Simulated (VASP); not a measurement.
# BiTe (Immm) in VASP: further runs

The runs below take BiTe through single point, with PBEsol.

Program: VASP 6.6.1. These are calculated values, not measurements. Logs are shortened: lines on timing, memory, paths and dates and some standing lists are left out, and cuts for length are marked.

### 1 The cell of the first run

The structure is orthorhombic, space group Immm (No. 71). Conventional cell: a = 4.489 Å, b = 4.661 Å, c = 6.470 Å, α = 90.00°, β = 90.00°, γ = 90.00°. Within 4.3 Å of Bi (site symmetry mmm) lie 6 Te at 3.23 to 3.24 Å. Within 4.3 Å of Te (site symmetry mmm) lie 6 Bi at 3.23 to 3.24 Å.

### 2 Single point, PBEsol (strain +0.0375 x Voigt [0, 0, 0, 0, 0, 1])

INCAR reads:

```
ALGO = Normal
EDIFF = 1E-7
ENCUT = 520
GGA = PS
ISIF = 2
ISMEAR = 0
LASPH = True
LCHARG = False
LREAL = False
LWAVE = False
NBANDS = 18
NELM = 60
PREC = Accurate
SIGMA = 0.15
```

KPOINTS reads:

```
k-points
0
Gamma
  14 14 14
```

POSCAR reads:

```
BiTe
1.0
    0.0606562500      3.2350000000      3.2350000000
    3.2350000000      0.0606562500      3.2350000000
    3.2956562500      3.2956562500      0.0000000000
Bi Te
1 1
Direct
    0.0000000000      0.0000000000      0.0000000000
    0.5000000000      0.5000000000      0.5000000000
```

Potentials or basis: VASP PAW PBE potentials, release 64 (Bi_d, Te).

Command:

```
$ cat potpaw_PBE.64/Bi_d/POTCAR potpaw_PBE.64/Te/POTCAR > POTCAR
$ mpirun -np 1 vasp_std > vasp.out
```

OUTCAR:

```text
EDIFF = 1E-7
   ENCUT = 520
   GGA = PS
   ISIF = 2
   ISMEAR = 0
   LASPH = True
   LREAL = False
   NELM = 60
   PREC = Accurate

 ion  position               nearest neighbor table
   1  0.000  0.000  0.000-   2 3.23   2 3.23   2 3.24   2 3.24   2 3.24   2 3.24
   2  0.500  0.500  0.500-   1 3.23   1 3.23   1 3.24   1 3.24   1 3.24   1 3.24

  LATTYP: Found a body centered orthorhombic cell.
 ALAT       =     4.4891999829
 B/A-ratio  =     1.0382165605
 C/A-ratio  =     1.4412367515

  Lattice vectors:

 A1 = (   3.2350000000,   0.0606562500,  -3.2350000000)
 A2 = (  -3.2350000000,  -0.0606562500,  -3.2350000000)
 A3 = (   0.0606562500,   3.2350000000,   3.2350000000)

Analysis of symmetry for initial positions (statically):
=====================================================================
 Subroutine PRICEL returns:
 Original cell was already a primitive cell.

 Routine SETGRP: Setting up the symmetry group for a
 body centered orthorhombic supercell.

 Subroutine GETGRP returns: Found  8 space group operations
 (whereof  8 operations were pure point group operations)
 out of a pool of  8 trial point group operations.

The static configuration has the point symmetry D_2h.

Analysis of symmetry for dynamics (positions and initial velocities):
=====================================================================
 Subroutine PRICEL returns:
 Original cell was already a primitive cell.

 Routine SETGRP: Setting up the symmetry group for a
 body centered orthorhombic supercell.

 Subroutine GETGRP returns: Found  8 space group operations
 (whereof  8 operations were pure point group operations)
 out of a pool of  8 trial point group operations.

The dynamic configuration has the point symmetry D_2h.

 Subroutine INISYM returns: Found  8 space group operations
 (whereof  8 operations are pure point group operations),
 and found     1 'primitive' translations

----------------------------------------------------------------------------------------

                                     Primitive cell

  volume of cell :      67.6862

  direct lattice vectors                    reciprocal lattice vectors
     0.060656250  3.235000000  3.235000000    -0.157512872  0.157512872  0.154559505
     3.235000000  0.060656250  3.235000000     0.157512872 -0.157512872  0.154559505
     3.295656250  3.295656250  0.000000000     0.151714852  0.151714852 -0.154559505

  length of vectors
     4.575382955  4.575382955  4.660761766     0.271125894  0.271125894  0.264430394

  position of ions in fractional coordinates (direct lattice)
     0.000000000  0.000000000  0.000000000
     0.500000000  0.500000000  0.500000000

  ion indices of the primitive-cell ions
   primitive index   ion index
                 1           1
                 2           2

----------------------------------------------------------------------------------------

 KPOINTS: k-points

Automatic generation of k-mesh.
 Grid dimensions read from file:
 generate k-points for:   14   14   14

 Generating k-lattice:

  Cartesian coordinates                     Fractional coordinates (reciprocal lattice)
    -0.011250919  0.011250919  0.011039965     0.071428571  0.000000000  0.000000000
     0.011250919 -0.011250919  0.011039965     0.000000000  0.071428571  0.000000000
     0.010836775  0.010836775 -0.011039965    -0.000000000 -0.000000000  0.071428571

  Length of vectors
     0.019366135  0.019366135  0.018887885

  Shift w.r.t. Gamma in fractional coordinates (k-lattice)
     0.000000000  0.000000000  0.000000000

 Subroutine IBZKPT returns following result:
 ===========================================

 Found    428 irreducible k-points:

 Following reciprocal coordinates:
            Coordinates               Weight
  0.000000  0.000000  0.000000      1.000000
  0.071429  0.000000  0.000000      4.000000
  0.142857  0.000000  0.000000      4.000000
  0.214286 -0.000000  0.000000      4.000000
  0.285714  0.000000  0.000000      4.000000
  0.357143  0.000000  0.000000      4.000000
[... 16 lines left out ...]
  0.214286  0.142857  0.000000      4.000000
  0.285714  0.142857  0.000000      4.000000
 [... further k-points ...]
   k-points           NKPTS =    428   k-points in BZ     NKDIM =    428   number of bands    NBANDS=     18
   number of dos      NEDOS =    301   number of ions     NIONS =      2
   total plane-waves  NPLWV =  46656
   dimension x,y,z NGX =    36 NGY =   36 NGZ =   36
   dimension x,y,z NGXF=    72 NGYF=   72 NGZF=   72
   ions per type =               1   1
   NGX,Y,Z   is equivalent  to a cutoff of  13.08, 13.08, 12.84 a.u.
   NGXF,Y,Z  is equivalent  to a cutoff of  26.16, 26.16, 25.68 a.u.
 SYSTEM =  unknown system
   PREC   = accura    normal or accurate (medium, high low for compatibility)
   ISTART =      0    job   : 0-new  1-cont  2-samecut
   ICHARG =      2    charge: 1-file 2-atom 10-const
   ISPIN  =      1    spin polarized calculation?
   LNONCOLLINEAR =      F non collinear calculations
   LSORBIT =      F    spin-orbit coupling
   LASPH  =      T    aspherical Exc in radial PAW
   ENCUT  =  520.0 eV  38.22 Ry    6.18 a.u.   8.51  8.51  8.67*2*pi/ulx,y,z
   NELM   =     60;   NELMIN=  2; NELMDL= -5     # of ELM steps
   EDIFF  = 0.1E-06   stopping-criterion for ELM
   LREAL  =      F    real-space projection
   EDIFFG = 0.1E-05   stopping-criterion for IOM
   NSW    =      0    number of steps for IOM
   IBRION =     -1    ionic relax: 0-MD 1-quasi-New 2-CG
   NFREE  =      0    steps in history (QN), initial steepest desc. (CG)
   ISIF   =      2    stress and relaxation
   ISYM   =      2    0-nonsym 1-usesym 2-fastsym
   POTIM  = 0.5000    time-step for ionic-motion
   TEBEG  =    0.0;   TEEND  =   0.0 temperature during run
   PSTRESS=    0.0 pullay stress
   NELECT =      21.0000    total number of electrons
   NUPDOWN=      -1.0000    fix difference up-down
   EMIN   =  10.00;   EMAX   =-10.00  energy-range for DOS
   EFERMI =   0.00;   METHOD = LEGACY
   ISMEAR =     0;   SIGMA  =   0.15  broadening in eV -4-tet -1-fermi 0-gaus
   EFERMI_NEDOS =   21; number of points for ismear=-14 and -15
   IALGO  =     38    algorithm
   IMIX   =      4    mixing-type and parameters
     AMIX     =   0.40;   BMIX     =  1.00
     AMIX_MAG =   1.60;   BMIX_MAG =  1.00
  volume/ion in A,a.u.               =      33.84       228.38
  Fermi-wavevector in a.u.,A,eV,Ry     =   1.108276  2.094338 16.711702  1.228275
  Thomas-Fermi vector in A             =   2.244801
   LORBIT       =      0    0 simple, 1 ext, 2 COOP (PROOUT), +10 PAW based schemes
   GGA     = PS    functional components
   LHFCALC =     F    Hartree Fock is set to
   AEXX    =    0.0000 exact exchange contribution
   IVDW    =     0    specifies the selected vdW correction
   LEPSILON=     F    determine dielectric tensor
   LRPA    =     F    only Hartree local field effects (RPA)
 non-spin polarized calculation
 Gauss-broadening in eV      SIGMA  =   0.15
  energy-cutoff  :      520.00
  volume of cell :       67.69
 maximum number of plane-waves:      1851
 NGX is ok and might be reduce to    36
   NGX = 17   NGY = 17   NGZ = 17

 number of electron      21.0000002 magnetization

 Free energy of the ion-electron system (eV)
  ---------------------------------------------------
  ext. energy  EPLUGINS =         0.00000000
  ---------------------------------------------------
  free energy    TOTEN  =        -7.98233077 eV

  energy without entropy =       -7.96619103  energy(sigma->0) =       -7.97426090

 E-fermi :   6.4920     XC(G=0):  -9.5958

 val. band max:        6.4912578540   @ k =  -0.3571   0.1429   0.3571
 cond. band min:       6.4946310257   @ k =   0.1429   0.0714   0.4286
 fundamental gap:      0.0033731717
 Fermi energy:         6.4919624311

 k-point     1 :       0.0000    0.0000    0.0000
  band No.  band energies     occupation
      1     -16.5701      2.00000
      2     -16.5699      2.00000
      3     -16.5674      2.00000
      4     -16.5654      2.00000
      5     -16.5633      2.00000
      6      -7.0415      2.00000
[... 10 lines left out ...]
     17      12.4902      0.00000
     18      12.9411      0.00000

 k-point     2 :       0.0714    0.0000    0.0000
  band No.  band energies     occupation
      1     -16.5703      2.00000
      2     -16.5701      2.00000
      3     -16.5671      2.00000
      4     -16.5650      2.00000
      5     -16.5632      2.00000
      6      -6.9949      2.00000
[... 10 lines left out ...]
     17      12.8338      0.00000
     18      13.3873      0.00000

 k-point     3 :       0.1429    0.0000    0.0000
  band No.  band energies     occupation
      1     -16.5709      2.00000
      2     -16.5708      2.00000
      3     -16.5661      2.00000
      4     -16.5641      2.00000
      5     -16.5627      2.00000
      6      -6.8558      2.00000
[... 10 lines left out ...]
     17      13.6746      0.00000
     18      14.1521      0.00000

 k-point     4 :       0.2143   -0.0000    0.0000
  band No.  band energies     occupation
      1     -16.5719      2.00000
      2     -16.5719      2.00000
      3     -16.5646      2.00000
      4     -16.5634      2.00000
      5     -16.5614      2.00000
      6      -6.6262      2.00000
[... 375 lines left out ...]
      4     -16.5654      2.00000
      5     -16.5615      2.00000
      6      -6.8014      2.00000
[... 10 lines left out ...]
     17      12.9428      0.00000
     18      13.3761      0.00000

 k-point    23 :       0.2143    0.1429    0.0000
  band No.  band energies     occupation
      1     -16.5737      2.00000
      2     -16.5690      2.00000
      3     -16.5660      2.00000
      4     -16.5641      2.00000
      5     -16.5606      2.00000
      6      -6.6391      2.00000
[... 10 lines left out ...]
     17      13.3961      0.00000
     18      13.7770      0.00000

 k-point    24 :       0.2857    0.1429    0.0000
  band No.  band energies     occupation
      1     -16.5749      2.00000
      2     -16.5698      2.00000
      3     -16.5653      2.00000
      4     -16.5624      2.00000
      5     -16.5596      2.00000
      6      -6.3904      2.00000
[... 10 lines left out ...]
     17      14.2708      0.00000
     18      14.6256      0.00000

 [... further k-points ...]

------------------------ aborting loop because EDIFF is reached ----------------------------------------

  FORCE on cell =-STRESS in cart. coord.  units (eV):
  Direction    XX          YY          ZZ          XY          YZ          ZX
  --------------------------------------------------------------------------------------
  -------------------------------------------------------------------------------------
  Total       -0.7341865     -0.7341865     -0.7464819     -0.0094965      0.0000000      0.0000000
  in kB      -17.3786809    -17.3786809    -17.6697225     -0.2247887      0.0000000      0.0000000
  external PRESSURE =     -17.4756947 kB  Pullay stress =       0.0000000 kB

 VOLUME and BASIS-vectors are now :
 -----------------------------------------------------------------------------
  energy-cutoff  :      520.00
  volume of cell :       67.69
      direct lattice vectors                 reciprocal lattice vectors
     0.060656250  3.235000000  3.235000000    -0.157512872  0.157512872  0.154559505
     3.235000000  0.060656250  3.235000000     0.157512872 -0.157512872  0.154559505
     3.295656250  3.295656250  0.000000000     0.151714852  0.151714852 -0.154559505

 POSITION                                       TOTAL-FORCE (eV/Angst)
 -----------------------------------------------------------------------------------
      0.00000      0.00000      0.00000         0.000000      0.000000      0.000000
      3.29566      3.29566      3.23500        -0.000000     -0.000000      0.000000
 -----------------------------------------------------------------------------------
    total drift:                               -0.000000      0.000000      0.000000

  FREE ENERGIE OF THE ION-ELECTRON SYSTEM (eV)
  ---------------------------------------------------
  free  energy   TOTEN  =        -7.9823307659 eV

  energy  without entropy=       -7.9661910303  energy(sigma->0) =       -7.97426090
```

Wall time 4.4 min (1 thread of AMD EPYC 9R45 (Zen 5), shared host); peak memory 0.58 GiB.

Results:

```
Free energy            : -7.9823 eV
Pressure               : -1.7 GPa
Band gap on the k mesh : zero (an odd number of electrons rules out a gap without spin polarisation)
```

Caveat: the cell differs from its parent crystal (strain +0.0375 x Voigt [0, 0, 0, 0, 0, 1]); the PAW data sets were made with another functional, which shifts forces and pressure a little; spin-orbit coupling is left out, which moves the levels of the heavy elements.

[end of part 1 of 2]
